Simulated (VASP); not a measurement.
Crystal: CoO.

```xyz
2
Lattice="0.0000 2.1315 2.1315 2.1315 0.0000 2.1315 2.1315 2.1315 0.0000" Properties=species:S:1:pos:R:3 pbc="T T T"
Co    0.0000    0.0000    0.0000
O     2.1315    2.1315    2.1315
```

Base run:

| Item | Value |
| --- | --- |
| Program | VASP 6.6.1 |
| Functional | LDA |
| Potentials or basis | VASP PAW LDA potentials, release 64 (Co, O) |
| Cutoff | 520 eV |
| k mesh | 8 × 8 × 8 |
| Occupations | methfessel-paxton, width 0.15 eV |
| Spin | collinear spin, ferromagnetic start |
| Starting moments | [3.2, 0.0] μB |
| Hubbard terms | Co d U = 7.0 eV |

Its results: pressure -19.8 GPa; net moment 3.00 μB per cell; site moments Co +2.79; O +0.22 μB.

Question: The run is repeated on the same cell with these changes: hubbard terms from Co d U = 7.0 eV to Co d U = 1.0 eV. What comes out?

Answer: Pressure -19.0 GPa; net moment 2.93 μB per cell; site moments Co +2.57; O +0.31 μB.

Caveats: a cell with one magnetic atom can't hold antiferromagnetic order, which such compounds often take.
